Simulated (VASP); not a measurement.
ZnF2, 6 atoms in the cell. It takes space group P4_2/mnm (No. 136, tetragonal). Conventional cell: a = 4.702 Å, b = 4.702 Å, c = 3.128 Å, α = 90.00°, β = 90.00°, γ = 90.00°. Within 2.7 Å of Zn (site symmetry mmm) lie 6 F at 2.02 to 2.04 Å. F (site symmetry m2m) has 3 Zn at 2.02 to 2.04 Å and 1 F at 2.62 Å within 2.7 Å. 

| Item | Value |
| --- | --- |
| Program | VASP 6.6.1 |
| Task | single point |
| Functional | r2SCAN |
| Potentials or basis | VASP PAW PBE potentials, release 64 (Zn, F) |
| Cutoff | 660 eV |
| k mesh | 6 × 6 × 8 |
| Occupations | gaussian, width 0.02 eV |
| Spin | no spin polarisation |
| Dipole correction | no |
| Further INCAR settings | ALGO = Normal; EDIFF = 1e-06; NBANDS = 35 |

Potentials or basis: VASP PAW PBE potentials, release 64 (Zn, F).

Run with:

```sh
$ cat potpaw_PBE.64/Zn/POTCAR potpaw_PBE.64/F/POTCAR > POTCAR
$ cp INCAR.step1 INCAR
$ mpirun -np 1 vasp_std > vasp.out
$ cp INCAR.step2 INCAR
$ mpirun -np 1 vasp_std > vasp.out
```

Hardware: 1 thread of AMD EPYC 9R45 96-Core Processor (Zen 5) (shared host).

Problem. Estimate the wall time of this run.

Solution. Wall time 5.5 min on 1 thread of AMD EPYC 9R45 96-Core Processor (Zen 5), with other jobs on the host, peak memory 0.27 GiB. Counts: k points 50.
